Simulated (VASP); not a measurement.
# SnGe5Se6 (P-3m1) in VASP: further runs

The runs below take SnGe5Se6 through single point, with PBE.

All numbers are computed with VASP 6.6.1; they aren't measurements. Logs are shortened: lines on timing, memory, paths and dates and some standing lists are left out, and cuts for length are marked.

### 1 The cell of the first run

It takes space group P-3m1 (No. 164, trigonal). The conventional cell has a = 4.035 Å, b = 4.035 Å, c = 19.951 Å, α = 90.00°, β = 90.00°, γ = 120.00°. Sn (site symmetry -3m) has 6 Se at 2.99 Å within 3.9 Å. Within 3.7 Å of Ge (site symmetry -3m) lie 6 Se at 2.84 Å. Ge (site symmetry 3m) has 6 Se at 2.84 Å within 3.7 Å. Ge (site symmetry 3m) has 6 Se at 2.83 to 2.84 Å within 3.7 Å. Se (site symmetry 3m) has 6 Ge at 2.84 Å within 3.7 Å. Within 3.7 Å of Se (site symmetry 3m) lie 6 Ge at 2.84 Å. Se (site symmetry 3m) has 3 Ge at 2.83 Å and 3 Sn at 2.99 Å within 3.7 Å.

### 2 Single point, PBE

Input file INCAR:

```
PREC = Accurate
ENCUT = 520
EDIFF = 1E-6
ISMEAR = 0
SIGMA = 0.1
LREAL = F
LASPH = T
NELM = 100
ALGO = Normal
ISIF = 2
LWAVE = F
LCHARG = T
GGA = PE
LELF = T
LVHAR = T
NBANDS = 72
```

Input file KPOINTS:

```
Automatic mesh
0
Gamma
  6 6 1
```

Input file POSCAR:

```
SnGe5Se6
1.0
    4.0345348756      0.0000000028      0.0000000000
   -2.0172674403      3.4940096933      0.0000000000
    0.0000000000      0.0000000000     19.9514138316
Sn Ge Se
1 5 6
Direct
    0.0000000000      0.0000000000      0.5000000000
    0.0000000000      0.0000000000      0.0000000000
    0.3333333333      0.6666666667      0.8374001886
    0.6666666667      0.3333333333      0.6748252822
    0.3333333333      0.6666666667      0.3251747178
    0.6666666667      0.3333333333      0.1625998114
    0.6666666667      0.3333333333      0.9187626918
    0.0000000000      0.0000000000      0.7563266912
    0.3333333333      0.6666666667      0.5940305445
    0.6666666667      0.3333333333      0.4059694555
    0.0000000000      0.0000000000      0.2436733088
    0.3333333333      0.6666666667      0.0812373082
```

Potentials or basis: VASP PAW PBE potentials, release 64 (Sn_d, Ge_d, Se).

Launch:

```sh
> cat potpaw_PBE.64/Sn_d/POTCAR potpaw_PBE.64/Ge_d/POTCAR potpaw_PBE.64/Se/POTCAR > POTCAR
> mpirun -np 1 vasp_std > vasp.out
```

OUTCAR:

```text
PREC = Accurate
   ENCUT = 520
   EDIFF = 1E-6
   ISMEAR = 0
   LREAL = F
   LASPH = T
   NELM = 100
   ISIF = 2
   GGA = PE

 ion  position               nearest neighbor table
   1  0.000  0.000  0.500-   9 2.99  10 2.99  10 2.99   9 2.99  10 2.99   9 2.99
   2  0.000  0.000  0.000-   7 2.84  12 2.84   7 2.84  12 2.84   7 2.84  12 2.84
   3  0.333  0.667  0.837-   8 2.84   8 2.84   8 2.84   7 2.84   7 2.84   7 2.84
   4  0.667  0.333  0.675-   9 2.83   9 2.83   9 2.83   8 2.84   8 2.84   8 2.84
   5  0.333  0.667  0.325-  10 2.83  10 2.83  10 2.83  11 2.84  11 2.84  11 2.84
   6  0.667  0.333  0.163-  11 2.84  11 2.84  11 2.84  12 2.84  12 2.84  12 2.84
   7  0.667  0.333  0.919-   2 2.84   2 2.84   2 2.84   3 2.84   3 2.84   3 2.84
   8  0.000  0.000  0.756-   3 2.84   3 2.84   3 2.84   4 2.84   4 2.84   4 2.84
   9  0.333  0.667  0.594-   4 2.83   4 2.83   4 2.83   1 2.99   1 2.99   1 2.99
  10  0.667  0.333  0.406-   5 2.83   5 2.83   5 2.83   1 2.99   1 2.99   1 2.99
  11  0.000  0.000  0.244-   6 2.84   6 2.84   6 2.84   5 2.84   5 2.84   5 2.84
  12  0.333  0.667  0.081-   2 2.84   2 2.84   2 2.84   6 2.84   6 2.84   6 2.84

  LATTYP: Found a hexagonal cell.
 ALAT       =     4.0345348756
 C/A-ratio  =     4.9451583508

  Lattice vectors:

 A1 = (   4.0345348756,   0.0000000028,   0.0000000000)
 A2 = (  -2.0172674403,   3.4940096933,   0.0000000000)
 A3 = (   0.0000000000,   0.0000000000,  19.9514138316)

Analysis of symmetry for initial positions (statically):
=====================================================================
 Subroutine PRICEL returns:
 Original cell was already a primitive cell.

 Routine SETGRP: Setting up the symmetry group for a
 hexagonal supercell.

 Subroutine GETGRP returns: Found 12 space group operations
 (whereof 12 operations were pure point group operations)
 out of a pool of 24 trial point group operations.

The static configuration has the point symmetry D_3d.

Analysis of symmetry for dynamics (positions and initial velocities):
=====================================================================
 Subroutine PRICEL returns:
 Original cell was already a primitive cell.

 Routine SETGRP: Setting up the symmetry group for a
 hexagonal supercell.

 Subroutine GETGRP returns: Found 12 space group operations
 (whereof 12 operations were pure point group operations)
 out of a pool of 24 trial point group operations.

The dynamic configuration has the point symmetry D_3d.

[... 111 lines left out ...]
   NELECT =     120.0000    total number of electrons
   NUPDOWN=      -1.0000    fix difference up-down
   EMIN   =  10.00;   EMAX   =-10.00  energy-range for DOS
   EFERMI =   0.00;   METHOD = LEGACY
   ISMEAR =     0;   SIGMA  =   0.10  broadening in eV -4-tet -1-fermi 0-gaus
   EFERMI_NEDOS =   21; number of points for ismear=-14 and -15
   IALGO  =     38    algorithm
   IMIX   =      4    mixing-type and parameters
     AMIX     =   0.40;   BMIX     =  1.00
     AMIX_MAG =   1.60;   BMIX_MAG =  1.00
  volume/ion in A,a.u.               =      23.44       158.16
  Fermi-wavevector in a.u.,A,eV,Ry     =   1.232456  2.329005 20.666546  1.518948
  Thomas-Fermi vector in A             =   2.367226
   LORBIT       =      0    0 simple, 1 ext, 2 COOP (PROOUT), +10 PAW based schemes
   GGA     = PE    functional components
   LHFCALC =     F    Hartree Fock is set to
   AEXX    =    0.0000 exact exchange contribution
   IVDW    =     0    specifies the selected vdW correction
   LEPSILON=     F    determine dielectric tensor
   LRPA    =     F    only Hartree local field effects (RPA)
 non-spin polarized calculation
 Gauss-broadening in eV      SIGMA  =   0.10
  energy-cutoff  :      520.00
  volume of cell :      281.25
 maximum number of plane-waves:      7615
 NGX is ok and might be reduce to    30
   NGX = 15   NGY = 15   NGZ = 75

 number of electron     120.0000014 magnetization

 Free energy of the ion-electron system (eV)
  ---------------------------------------------------
  ext. energy  EPLUGINS =         0.00000000
  ---------------------------------------------------
  free energy    TOTEN  =       -50.37298667 eV

  energy without entropy =      -50.36696473  energy(sigma->0) =      -50.36997570

 E-fermi :   5.1855     XC(G=0):  -9.9614

 val. band max:        5.1584042291   @ k =   0.0000   0.0000   0.0000
 cond. band min:       5.2534383846   @ k =   0.5000   0.0000   0.0000
 fundamental gap:      0.0950341555
 Fermi energy:         5.1854540818

 k-point     1 :       0.0000    0.0000    0.0000
  band No.  band energies     occupation
      1     -20.0277      2.00000
      2     -20.0277      2.00000
      3     -20.0236      2.00000
      4     -20.0233      2.00000
      5     -20.0233      2.00000
      6     -20.0229      2.00000
[... 514 lines left out ...]
     71       9.3954      0.00000
     72       9.6392      0.00000

------------------------ aborting loop because EDIFF is reached ----------------------------------------

  FORCE on cell =-STRESS in cart. coord.  units (eV):
  Direction    XX          YY          ZZ          XY          YZ          ZX
  --------------------------------------------------------------------------------------
  -------------------------------------------------------------------------------------
  Total        0.0183604      0.0183604      0.1028387     -0.0000000      0.0000000     -0.0000000
  in kB        0.1045925      0.1045925      0.5858359     -0.0000000      0.0000000     -0.0000000
  external PRESSURE =       0.2650070 kB  Pullay stress =       0.0000000 kB

 VOLUME and BASIS-vectors are now :
 -----------------------------------------------------------------------------
  energy-cutoff  :      520.00
  volume of cell :      281.25
      direct lattice vectors                 reciprocal lattice vectors
     4.034534876  0.000000003  0.000000000     0.247860046  0.143102064  0.000000000
    -2.017267440  3.494009693  0.000000000    -0.000000000  0.286204129  0.000000000
     0.000000000  0.000000000 19.951413832     0.000000000  0.000000000  0.050121761

 POSITION                                       TOTAL-FORCE (eV/Angst)
 -----------------------------------------------------------------------------------
      0.00000      0.00000      9.97571        -0.000000      0.000000      0.000000
      0.00000      0.00000      0.00000        -0.000000      0.000000      0.000000
     -0.00000      2.32934     16.70732        -0.000000     -0.000000     -0.015501
      2.01727      1.16467     13.46372         0.000000      0.000000     -0.008926
     -0.00000      2.32934      6.48770        -0.000000     -0.000000      0.008926
      2.01727      1.16467      3.24410        -0.000000      0.000000      0.015501
      2.01727      1.16467     18.33061         0.000000      0.000000      0.004928
      0.00000      0.00000     15.08979        -0.000000     -0.000000      0.009469
     -0.00000      2.32934     11.85175        -0.000000     -0.000000      0.007415
      2.01727      1.16467      8.09966         0.000000      0.000000     -0.007415
      0.00000      0.00000      4.86163         0.000000      0.000000     -0.009469
     -0.00000      2.32934      1.62080         0.000000     -0.000000     -0.004928
 -----------------------------------------------------------------------------------
    total drift:                               -0.000000      0.000000      0.000000

  FREE ENERGIE OF THE ION-ELECTRON SYSTEM (eV)
  ---------------------------------------------------
  free  energy   TOTEN  =       -50.3729866702 eV

  energy  without entropy=      -50.3669647270  energy(sigma->0) =      -50.36997570
```

OSZICAR:

```text
N       E                     dE             d eps       ncg     rms          rms(c)
DAV:   1     0.154769086855E+04    0.15477E+04   -0.52576E+04  1352   0.337E+03
DAV:   2     0.301276614328E+03   -0.12464E+04   -0.11977E+04  1008   0.107E+03
DAV:   3    -0.161101648518E+02   -0.31739E+03   -0.30701E+03  1112   0.262E+02
DAV:   4    -0.497826025843E+02   -0.33672E+02   -0.32884E+02  1208   0.897E+01
DAV:   5    -0.510167009544E+02   -0.12341E+01   -0.12265E+01  1176   0.178E+01    0.763E+00
DAV:   6    -0.503564274932E+02    0.66027E+00   -0.17609E+00  1368   0.548E+00    0.463E+00
DAV:   7    -0.503832318907E+02   -0.26804E-01   -0.73930E-01  1344   0.301E+00    0.122E+00
DAV:   8    -0.503802378889E+02    0.29940E-02   -0.25104E-01  1256   0.219E+00    0.496E-01
DAV:   9    -0.503717090321E+02    0.85289E-02   -0.86397E-02  1288   0.105E+00    0.191E-01
DAV:  10    -0.503727848601E+02   -0.10758E-02   -0.12223E-02  1120   0.437E-01    0.155E-01
DAV:  11    -0.503729222227E+02   -0.13736E-03   -0.25337E-03  1208   0.227E-01    0.702E-02
DAV:  12    -0.503729699356E+02   -0.47713E-04   -0.39682E-04  1256   0.226E-01    0.290E-02
DAV:  13    -0.503729864698E+02   -0.16534E-04   -0.20425E-04  1120   0.637E-02    0.113E-02
DAV:  14    -0.503729869459E+02   -0.47604E-06   -0.18751E-05  1168   0.258E-02    0.393E-03
DAV:  15    -0.503729866702E+02    0.27566E-06   -0.16424E-06   792   0.852E-03
   1 F= -.50372987E+02 E0= -.50369976E+02  d E =-.602194E-02
```

stdout:

```text
POSCAR found type information on POSCAR SnGeSe
 POSCAR found :  3 types and      12 ions
 scaLAPACK will be used
 LDA part: xc-table for (Slater+PW92), standard interpolation
 POSCAR, INCAR and KPOINTS ok, starting setup
 FFT: planning ... GRIDC
 FFT: planning ... GRID_SOFT
 FFT: planning ... GRID
 WAVECAR not read
 entering main loop
```

Run time: 3.5 min. Hardware: 1 thread of Intel Xeon Platinum 8375C at 2.90GHz (Ice Lake), shared host; peak memory 0.41 GiB.

Results:

```yaml
Free_energy: -50.3730 eV
Pressure: 0.0 GPa
Largest_force: 0.016 eV/Å
Band_gap_on_the_k_mesh: 0.10 eV, indirect (least direct gap 0.17 eV)
```

Forces in eV/Å, atoms in the order of the input:
```
Sn   0.000  0.000  0.000
Ge   0.000  0.000  0.000
Ge   0.000  0.000 -0.016
Ge   0.000  0.000 -0.009
Ge   0.000  0.000  0.009
Ge   0.000  0.000  0.016
Se   0.000  0.000  0.005
Se   0.000  0.000  0.009
Se   0.000  0.000  0.007
Se   0.000  0.000 -0.007
Se   0.000  0.000 -0.009
Se   0.000  0.000 -0.005
```

Caveat: spin-orbit coupling is left out, which moves the levels of the heavy elements.

### 3 Single point, PBE

This run uses another cell than the first one, of 24.50 Å³/atom, 1.045 times its volume.

Input file INCAR:

```
PREC     = Accurate       # precision mode
ENCUT    = 520            # plane-wave cutoff, eV
EDIFF    = 1E-6           # SCF threshold, eV
ISMEAR   = 0              # smearing method
SIGMA    = 0.1            # smearing width, eV
LREAL    = False          # projectors in reciprocal space
LASPH    = True           # aspherical terms in the spheres
NELM     = 60             # most SCF steps
ALGO     = Normal         # electronic algorithm
ISIF     = 2              # what is computed and relaxed
LWAVE    = False          # write WAVECAR
LCHARG   = False          # write CHGCAR
GGA      = PE             # functional
NBANDS   = 72             # bands
```

KPOINTS is that of step 2.

Input file POSCAR:

```
SnGe5Se6
1.0
    4.1075782900      0.0000000000      0.0000000000
   -2.0537891500      3.5572671500      0.0000000000
    0.0000000000      0.0000000000     20.1229417900
Sn Ge Se
1 5 6
Direct
    0.0000000000      0.0000000000      0.5000000000
    0.0000000000      0.0000000000      0.0000000000
    0.3333333300      0.6666666700      0.8333333300
    0.6666666700      0.3333333300      0.6666666700
    0.3333333300      0.6666666700      0.3333333300
    0.6666666700      0.3333333300      0.1666666700
    0.6666666700      0.3333333300      0.9166666700
    0.0000000000      0.0000000000      0.7500000000
    0.3333333300      0.6666666700      0.5833333300
    0.6666666700      0.3333333300      0.4166666700
    0.0000000000      0.0000000000      0.2500000000
    0.3333333300      0.6666666700      0.0833333300
```

Potentials or basis: VASP PAW PBE potentials, release 64 (Sn_d, Ge_d, Se).

Launch:

```sh
> cat potpaw_PBE.64/Sn_d/POTCAR potpaw_PBE.64/Ge_d/POTCAR potpaw_PBE.64/Se/POTCAR > POTCAR
> mpirun -np 1 vasp_std > vasp.out
```

It took 3.5 min on 1 thread of Intel Xeon Platinum 8375C at 2.90GHz (Ice Lake), shared host; peak memory 0.45 GiB.

It converged, with:

```yaml
Free_energy: -50.1199 eV
Pressure: -1.9 GPa
Largest_force: 0.719 eV/Å
Band_gap_on_the_k_mesh: 0.05 eV, direct
```

Forces on the atoms (eV/Å):
```
Sn   0.000  0.000  0.000
Ge   0.000  0.000  0.000
Ge   0.000  0.000  0.033
Ge   0.000  0.000  0.173
Ge   0.000  0.000 -0.173
Ge   0.000  0.000 -0.033
Se   0.000  0.000 -0.015
Se   0.000  0.000 -0.044
Se   0.000  0.000  0.719
Se   0.000  0.000 -0.719
Se   0.000  0.000  0.044
Se   0.000  0.000  0.015
```

Levels at points of the mesh, in eV from the valence-band top:
```
           k point  band 58  band 59  band 60  band 61  band 62  band 63
(0.00, 0.00, 0.00)    -0.87    -0.73     0.00     0.05     0.76     0.76
(0.50, 0.00, 0.00)    -1.84    -1.66     0.00     0.05     0.77     0.77
```

Caveat: spin-orbit coupling is left out, which moves the levels of the heavy elements.
